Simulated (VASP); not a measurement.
Crystal: Ga8As7P.

```
Ga As P
1.0
    11.26684    0.00000    0.00000
     0.00000   11.26684    0.00000
     0.00000    0.00000   11.26684
Ga As P
32 28 4
Cartesian
  0.0012 0.0184 0.0082
  11.2536 0.0016 5.6515
  11.2610 5.6423 11.2449
  0.0072 5.6184 5.6308
  5.6420 11.2439 0.0251
  5.6166 0.0108 5.5974
  5.6371 5.6263 0.0130
  5.6052 5.6374 5.6584
  2.8080 2.8121 11.2637
  2.8083 2.8186 5.6491
  2.7992 8.4631 11.2569
  2.8107 8.4527 5.6356
  8.4438 2.7532 0.0073
  8.4147 2.7995 5.6159
  8.4392 8.4894 11.2497
  8.4260 8.4305 5.5918
  2.7789 0.0170 2.8143
  2.8257 11.2563 8.4590
  2.8335 5.6243 2.8559
  2.8231 5.6595 8.4551
  8.4537 0.0088 2.7875
  8.4512 11.2530 8.4197
  8.4408 5.6464 2.7720
  8.4229 5.6414 8.4403
  11.2663 2.8197 2.8580
  0.0284 2.8106 8.4380
  11.2364 8.4471 2.8372
  0.0040 8.4756 8.4159
  5.6430 2.8118 2.8014
  5.6279 2.8199 8.4528
  5.6373 8.4092 2.8223
  5.6359 8.4780 8.4435
  1.4357 1.3996 1.3920
  1.3645 1.4122 7.0517
  1.4036 7.0268 1.4038
  1.4161 7.0498 7.0423
  7.0544 1.3927 1.4247
  6.9874 1.3890 7.0599
  7.0255 7.0353 1.4360
  7.0622 7.0519 7.0146
  4.2201 4.2379 1.3879
  4.2447 4.1966 7.0257
  4.2211 9.8510 1.3730
  4.2528 9.8586 7.0253
  9.8939 4.1767 1.4265
  9.8383 4.2227 7.0390
  9.8339 9.8814 1.4079
  4.2559 1.4287 4.2139
  4.2574 1.4036 9.8412
  4.2466 7.0276 4.2031
  4.2191 6.9997 9.8668
  9.8613 1.3928 4.2033
  9.8643 1.4250 9.8657
  9.8744 7.0312 9.8465
  1.4313 4.2048 4.2170
  1.3939 4.2186 9.8643
  1.4345 9.8604 9.8560
  7.0194 4.2558 4.2230
  7.0583 4.2386 9.8469
  7.0539 9.8592 9.8348
  9.8633 9.8778 7.0396
  9.8436 7.0175 4.2320
  1.4215 9.8621 4.2488
  7.0042 9.8870 4.2269
```

- Program: VASP 6.6.1
- Task: relaxation of volume and atoms at fixed shape
- Functional: PBEsol
- Potentials or basis: VASP PAW PBE potentials, release 64 (Ga_d, As, P)
- Cutoff: 500 eV
- k mesh: 1 × 1 × 1, shifted
- Occupations: fermi-dirac, width 0.05 eV
- Spin: no spin polarisation

At the start: pressure 0.2 GPa; volume 22.35 Å³/atom.

**Question.** Where does the relaxation end?

**Answer.** Over 10 steps the energy falls by 10.5 meV/atom; space group P1 (No. 1, to 0.1 Å) before, Cm (No. 8, to 0.1 Å).

Step by step:
```csv
step,energy change (eV),largest force (eV/Å),pressure (GPa),volume (Å³)
1,0.0000,0.9621,0.18,1430.23
2,-0.4970,0.4125,-0.20,1435.41
3,-0.5412,0.3162,-0.31,1437.50
4,-0.6141,0.1956,0.12,1428.50
5,-0.6274,0.1925,0.41,1422.51
6,-0.6620,0.1043,-0.05,1431.54
7,-0.6623,0.0952,-0.09,1432.44
8,-0.6719,0.0458,-0.02,1431.02
9,-0.6728,0.0478,0.01,1430.40
10,-0.6749,0.0297,0.01,1430.39
```

Final structure:
```xyz
64
Lattice="11.2673 0.0000 0.0000 0.0000 11.2673 0.0000 0.0000 0.0000 11.2673" Properties=species:S:1:pos:R:3 pbc="T T T"
Ga   11.2649   11.2617    0.0104
Ga   11.2606   11.1875    5.6326
Ga   11.2640    5.6439   11.2673
Ga   11.2176    5.6800    5.5958
Ga    5.6333   11.2584    0.0054
Ga    5.6722   11.2238    5.5835
Ga    5.6445    5.6374    0.0085
Ga    5.6306    5.6472    5.6379
Ga    2.8175    2.8080   11.2661
Ga    2.8113    2.8018    5.6389
Ga    2.8031    8.4414    0.0068
Ga    2.7709    8.4892    5.5916
Ga    8.4521    2.8002    0.0034
Ga    8.4424    2.8053    5.6264
Ga    8.4589    8.4531   11.2650
Ga    8.4839    8.4843    5.5814
Ga    2.7647   11.2187    2.8592
Ga    2.8266   11.2672    8.4420
Ga    2.8196    5.6391    2.8172
Ga    2.8052    5.6479    8.4386
Ga    8.4155   11.2239    2.8526
Ga    8.4949   11.2244    8.3830
Ga    8.4992    5.6823    2.8500
Ga    8.4521    5.6460    8.4363
Ga    0.0000    2.8016    2.8298
Ga   11.2637    2.8217    8.4354
Ga   11.2609    8.4494    2.8978
Ga   11.2237    8.4934    8.3924
Ga    5.6327    2.8221    2.8090
Ga    5.6441    2.8081    8.4539
Ga    5.6765    8.4849    2.8562
Ga    5.6354    8.4527    8.4336
As    1.4104    1.3948    1.4207
As    1.3889    1.3789    7.0294
As    1.3859    7.0513    1.4364
As    1.3831    7.0636    7.0139
As    7.0416    1.3898    1.4211
As    7.0406    1.3821    7.0250
As    7.0557    7.0550    1.4244
As    7.0662    7.0696    7.0117
As    4.2200    4.2268    1.4011
As    4.2243    4.2207    7.0452
As    4.2172    9.8493    1.4309
As    4.2243    9.8574    7.0090
As    9.8614    4.2262    1.4175
As    9.8497    4.2334    7.0197
As    9.8608    9.8447    1.4408
As    4.2223    1.3850    4.2146
As    4.2300    1.4021    9.8597
As    4.2213    7.0659    4.2252
As    4.2270    7.0432    9.8572
As    9.8560    1.3693    4.2359
As    9.8580    1.3901    9.8383
As    9.8637    7.0568    9.8379
As    1.3971    4.2366    4.2331
As    1.4053    4.2267    9.8558
As    1.3967    9.8539    9.8424
As    7.0500    4.2433    4.2188
As    7.0530    4.2269    9.8575
As    7.0564    9.8632    9.8385
P     9.8515    9.8395    6.9936
P     9.8548    7.0728    4.2322
P     1.3781    9.8479    4.2341
P     7.0614    9.8454    4.2291
```

Caveat: the PAW data sets were made with another functional, which shifts forces and pressure a little.
